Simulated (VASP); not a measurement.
# MgI2 (P-3m1) in VASP: notebook

The runs below take MgI2 through single point, with PBE+D3(BJ).

All numbers are computed with VASP 6.6.1; they aren't measurements. Logs are shortened: lines on timing, memory, paths and dates and some standing lists are left out, and cuts for length are marked.

## (1) The cell of the first run

Symmetry: P-3m1, No. 164, trigonal system. The conventional cell has a = 3.988 Å, b = 3.988 Å, c = 7.411 Å, α = 90.00°, β = 90.00°, γ = 120.00°. Mg (site symmetry -3m) has 6 I at 2.92 Å within 3.8 Å. Within 3.8 Å of I (site symmetry 3m) lie 3 Mg at 2.92 Å.

## (2) Single point, PBE+D3(BJ) (strain -0.040 along x and y, +0.080 along z)

INCAR

```
ALGO = Normal
EDIFF = 1E-6
ENCUT = 520
GGA = PE
ISIF = 2
ISMEAR = 0
IVDW = 12
LASPH = True
LCHARG = False
LREAL = False
LWAVE = False
NBANDS = 15
NELM = 80
PREC = Accurate
SIGMA = 0.05
```

KPOINTS

```
k-points
0
Gamma
  6 6 4
```

POSCAR

```
MgI2
1.0
    3.9875521165      0.0000000000      0.0000000000
   -1.9937760583      3.4533214318      0.0000000000
    0.0000000000      0.0000000000      7.4109600000
Mg I
1 2
Direct
    0.0000000000      0.0000000000      0.0000000000
    0.3333333333      0.6666666667      0.7576300000
    0.6666666667      0.3333333333      0.2423700000
```

Potentials or basis: VASP PAW PBE potentials, release 64 (Mg, I).

On the command line:

```
$ cat potpaw_PBE.64/Mg/POTCAR potpaw_PBE.64/I/POTCAR > POTCAR
$ mpirun -np 1 vasp_std > vasp.out
```

OUTCAR:

```text
EDIFF = 1E-6
   ENCUT = 520
   GGA = PE
   ISIF = 2
   ISMEAR = 0
   IVDW = 12
   LASPH = True
   LREAL = False
   NELM = 80
   PREC = Accurate
 IVDW          = 12

 ion  position               nearest neighbor table
   1  0.000  0.000  0.000-   2 2.92   3 2.92   3 2.92   2 2.92   3 2.92   2 2.92
   2  0.333  0.667  0.758-   1 2.92   1 2.92   1 2.92
   3  0.667  0.333  0.242-   1 2.92   1 2.92   1 2.92

  LATTYP: Found a hexagonal cell.
 ALAT       =     3.9875521165
 C/A-ratio  =     1.8585236715

  Lattice vectors:

 A1 = (   3.9875521165,   0.0000000000,   0.0000000000)
 A2 = (  -1.9937760583,   3.4533214318,   0.0000000000)
 A3 = (   0.0000000000,   0.0000000000,   7.4109600000)

Analysis of symmetry for initial positions (statically):
=====================================================================
 Subroutine PRICEL returns:
 Original cell was already a primitive cell.

 Routine SETGRP: Setting up the symmetry group for a
 hexagonal supercell.

 Subroutine GETGRP returns: Found 12 space group operations
 (whereof 12 operations were pure point group operations)
 out of a pool of 24 trial point group operations.

The static configuration has the point symmetry D_3d.

Analysis of symmetry for dynamics (positions and initial velocities):
=====================================================================
 Subroutine PRICEL returns:
 Original cell was already a primitive cell.

 Routine SETGRP: Setting up the symmetry group for a
 hexagonal supercell.

 Subroutine GETGRP returns: Found 12 space group operations
 (whereof 12 operations were pure point group operations)
 out of a pool of 24 trial point group operations.

The dynamic configuration has the point symmetry D_3d.

 Subroutine INISYM returns: Found 12 space group operations
 (whereof 12 operations are pure point group operations),
 and found     1 'primitive' translations

----------------------------------------------------------------------------------------

                                     Primitive cell

  volume of cell :     102.0511

  direct lattice vectors                    reciprocal lattice vectors
     3.987552116  0.000000000  0.000000000     0.250780421  0.144788144  0.000000000
    -1.993776058  3.453321432  0.000000000     0.000000000  0.289576288  0.000000000
     0.000000000  0.000000000  7.410960000     0.000000000  0.000000000  0.134935285

  length of vectors
     3.987552116  3.987552117  7.410960000     0.289576288  0.289576288  0.134935285

  position of ions in fractional coordinates (direct lattice)
     0.000000000  0.000000000  0.000000000
     0.333333333  0.666666667  0.757630000
     0.666666667  0.333333333  0.242370000

  ion indices of the primitive-cell ions
   primitive index   ion index
                 1           1
                 2           2
                 3           3

----------------------------------------------------------------------------------------

 KPOINTS: k-points

Automatic generation of k-mesh.
 Grid dimensions read from file:
 generate k-points for:    6    6    4

 Generating k-lattice:

  Cartesian coordinates                     Fractional coordinates (reciprocal lattice)
     0.041796737  0.024131357  0.000000000     0.166666667  0.000000000  0.000000000
     0.000000000  0.048262715  0.000000000     0.000000000  0.166666667  0.000000000
     0.000000000  0.000000000  0.033733821     0.000000000  0.000000000  0.250000000

  Length of vectors
     0.048262715  0.048262715  0.033733821

  Shift w.r.t. Gamma in fractional coordinates (k-lattice)
     0.000000000  0.000000000  0.000000000

 Subroutine IBZKPT returns following result:
 ===========================================

 Found     24 irreducible k-points:

 Following reciprocal coordinates:
            Coordinates               Weight
  0.000000  0.000000  0.000000      1.000000
  0.166667  0.000000  0.000000      6.000000
  0.333333 -0.000000  0.000000      6.000000
  0.500000  0.000000  0.000000      3.000000
  0.166667  0.166667  0.000000      6.000000
  0.333333  0.166667  0.000000     12.000000
[... 16 lines left out ...]
  0.333333  0.166667  0.500000     12.000000
  0.333333  0.333333  0.500000      2.000000
   k-points           NKPTS =     24   k-points in BZ     NKDIM =     24   number of bands    NBANDS=     15
   number of dos      NEDOS =    301   number of ions     NIONS =      3
   total plane-waves  NPLWV =  50400
   dimension x,y,z NGX =    30 NGY =   30 NGZ =   56
   dimension x,y,z NGXF=    60 NGYF=   60 NGZF=  112
   ions per type =               1   2
   NGX,Y,Z   is equivalent  to a cutoff of  12.51, 12.51, 12.56 a.u.
   NGXF,Y,Z  is equivalent  to a cutoff of  25.01, 25.01, 25.12 a.u.
 SYSTEM =  unknown system
   PREC   = accura    normal or accurate (medium, high low for compatibility)
   ISTART =      0    job   : 0-new  1-cont  2-samecut
   ICHARG =      2    charge: 1-file 2-atom 10-const
   ISPIN  =      1    spin polarized calculation?
   LNONCOLLINEAR =      F non collinear calculations
   LSORBIT =      F    spin-orbit coupling
   LASPH  =      T    aspherical Exc in radial PAW
   ENCUT  =  520.0 eV  38.22 Ry    6.18 a.u.   7.41  7.41 13.78*2*pi/ulx,y,z
   NELM   =     80;   NELMIN=  2; NELMDL= -5     # of ELM steps
   EDIFF  = 0.1E-05   stopping-criterion for ELM
   LREAL  =      F    real-space projection
   EDIFFG = 0.1E-04   stopping-criterion for IOM
   NSW    =      0    number of steps for IOM
   IBRION =     -1    ionic relax: 0-MD 1-quasi-New 2-CG
   NFREE  =      0    steps in history (QN), initial steepest desc. (CG)
   ISIF   =      2    stress and relaxation
   ISYM   =      2    0-nonsym 1-usesym 2-fastsym
   POTIM  = 0.5000    time-step for ionic-motion
   TEBEG  =    0.0;   TEEND  =   0.0 temperature during run
   PSTRESS=    0.0 pullay stress
   NELECT =      16.0000    total number of electrons
   NUPDOWN=      -1.0000    fix difference up-down
   EMIN   =  10.00;   EMAX   =-10.00  energy-range for DOS
   EFERMI =   0.00;   METHOD = LEGACY
   ISMEAR =     0;   SIGMA  =   0.05  broadening in eV -4-tet -1-fermi 0-gaus
   EFERMI_NEDOS =   21; number of points for ismear=-14 and -15
   IALGO  =     38    algorithm
   IMIX   =      4    mixing-type and parameters
     AMIX     =   0.40;   BMIX     =  1.00
     AMIX_MAG =   1.60;   BMIX_MAG =  1.00
  volume/ion in A,a.u.               =      34.02       229.56
  Fermi-wavevector in a.u.,A,eV,Ry     =   0.882759  1.668173 10.602526  0.779264
  Thomas-Fermi vector in A             =   2.003434
   LORBIT       =      0    0 simple, 1 ext, 2 COOP (PROOUT), +10 PAW based schemes
   GGA     = PE    functional components
   LHFCALC =     F    Hartree Fock is set to
   AEXX    =    0.0000 exact exchange contribution
   IVDW    =    12    specifies the selected vdW correction
   LEPSILON=     F    determine dielectric tensor
   LRPA    =     F    only Hartree local field effects (RPA)
 non-spin polarized calculation
 Gauss-broadening in eV      SIGMA  =   0.05
  energy-cutoff  :      520.00
  volume of cell :      102.05
 maximum number of plane-waves:      2776
 NGX is ok and might be reduce to    30
   NGX = 15   NGY = 15   NGZ = 27

 number of electron      16.0000001 magnetization

 Free energy of the ion-electron system (eV)
  ---------------------------------------------------
  ext. energy  EPLUGINS =         0.00000000
  ---------------------------------------------------
  free energy    TOTEN  =        -7.60410885 eV

  energy without entropy =       -7.60410885  energy(sigma->0) =       -7.60410885

 E-fermi :   2.8802     XC(G=0):  -8.2172

 val. band max:        2.6149974847   @ k =   0.0000   0.0000   0.0000
 cond. band min:       5.8180182273   @ k =   0.5000   0.0000   0.5000
 fundamental gap:      3.2030207427
 Fermi energy:         2.8801553651

 k-point     1 :       0.0000    0.0000    0.0000
  band No.  band energies     occupation
      1      -9.7676      2.00000
      2      -9.2319      2.00000
      3      -1.3743      2.00000
      4       1.7938      2.00000
      5       2.3458      2.00000
      6       2.3458      2.00000
      7       2.6150      2.00000
      8       2.6150      2.00000
      9       6.1270      0.00000
     10       7.6362      0.00000
     11       9.2485      0.00000
     12       9.5566      0.00000
     13       9.5566      0.00000
     14      10.8090      0.00000
     15      10.8090      0.00000

 k-point     2 :       0.1667    0.0000    0.0000
  band No.  band energies     occupation
      1      -9.6012      2.00000
      2      -9.1155      2.00000
      3      -1.1509      2.00000
      4       1.1705      2.00000
      5       1.5529      2.00000
      6       1.8000      2.00000
      7       2.0169      2.00000
      8       2.4751      2.00000
      9       6.9192      0.00000
     10       8.0432      0.00000
     11       8.8849      0.00000
     12       9.4831      0.00000
     13       9.8592      0.00000
     14      10.6270      0.00000
     15      11.0055      0.00000

 k-point     3 :       0.3333   -0.0000    0.0000
  band No.  band energies     occupation
      1      -9.2075      2.00000
      2      -8.8794      2.00000
      3      -0.8648      2.00000
      4      -0.2944      2.00000
      5       0.2682      2.00000
      6       1.5326      2.00000
      7       1.6448      2.00000
      8       2.1480      2.00000
      9       6.5751      0.00000
     10       7.6981      0.00000
     11       8.0298      0.00000
     12       9.3070      0.00000
     13       9.6792      0.00000
     14      10.5707      0.00000
     15      12.0233      0.00000
[... 343 lines left out ...]
 k-point    23 :       0.3333    0.1667    0.5000
  band No.  band energies     occupation
      1      -8.9178      2.00000
      2      -8.8198      2.00000
      3      -1.0793      2.00000
      4      -0.6377      2.00000
      5       0.5670      2.00000
      6       0.7731      2.00000
      7       1.4144      2.00000
      8       1.5639      2.00000
      9       6.4840      0.00000
     10       7.5673      0.00000
     11       8.3464      0.00000
     12       9.3860      0.00000
     13       9.5008      0.00000
     14      10.4925      0.00000
     15      12.2092      0.00000

 k-point    24 :       0.3333    0.3333    0.5000
  band No.  band energies     occupation
      1      -8.7756      2.00000
      2      -8.7756      2.00000
      3      -0.7794      2.00000
      4      -0.3422      2.00000
      5      -0.3422      2.00000
      6       0.0180      2.00000
      7       1.5049      2.00000
      8       1.5049      2.00000
      9       6.8178      0.00000
     10       7.6949      0.00000
     11       7.6949      0.00000
     12       9.3084      0.00000
     13      11.3489      0.00000
     14      11.5270      0.00000
     15      11.7089      0.00000

------------------------ aborting loop because EDIFF is reached ----------------------------------------

 Edisp (eV)   -0.93669

 E8    (eV) :    -0.4195

  FORCE on cell =-STRESS in cart. coord.  units (eV):
  Direction    XX          YY          ZZ          XY          YZ          ZX
  --------------------------------------------------------------------------------------
  -------------------------------------------------------------------------------------
  Total       0.85819     0.85819    -1.62640    -0.00000     0.00000    -0.00000
  in kB      13.47334    13.47334   -25.53408    -0.00000     0.00000    -0.00000
  external pressure =        0.47 kB  Pullay stress =        0.00 kB

 VOLUME and BASIS-vectors are now :
 -----------------------------------------------------------------------------
  energy-cutoff  :      520.00
  volume of cell :      102.05
      direct lattice vectors                 reciprocal lattice vectors
     3.987552116  0.000000000  0.000000000     0.250780421  0.144788144  0.000000000
    -1.993776058  3.453321432  0.000000000     0.000000000  0.289576288  0.000000000
     0.000000000  0.000000000  7.410960000     0.000000000  0.000000000  0.134935285

 POSITION                                       TOTAL-FORCE (eV/Angst)
 -----------------------------------------------------------------------------------
      0.00000      0.00000      0.00000         0.000000      0.000000      0.000000
     -0.00000      2.30221      5.61477        -0.000000      0.000000      0.309410
      1.99378      1.15111      1.79619         0.000000     -0.000000     -0.309410
 -----------------------------------------------------------------------------------
    total drift:                                0.000000     -0.000000     -0.000000

  FREE ENERGIE OF THE ION-ELECTRON SYSTEM (eV)
  ---------------------------------------------------
  free  energy   TOTEN  =        -8.5407953158 eV

  energy  without entropy=       -8.5407953158  energy(sigma->0) =       -8.54079532
```

Wall time 33 s (1 thread of Intel Xeon 6975P-C, shared host); peak memory 0.24 GiB.

What came out:

```yaml
Free_energy: -8.5408 eV
Pressure: 0.0 GPa
Largest_force: 0.309 eV/Å
Band_gap_on_the_k_mesh: 3.20 eV, indirect (least direct gap 3.51 eV)
Dispersion_energy_per_atom: -0.312 eV
```

Forces in eV/Å, atoms in the order of the input:
```
Mg   0.000  0.000  0.000
I    0.000  0.000  0.309
I    0.000  0.000 -0.309
```

Stress tensor (GPa, compression positive):
```
 1.35  0.00  0.00
 0.00  1.35  0.00
 0.00  0.00 -2.55
```

Caveat: the cell differs from its parent crystal (strain -0.040 along x and y, +0.080 along z); spin-orbit coupling is left out, which moves the levels of the heavy elements.

(Part 1 of 2 ends here.)
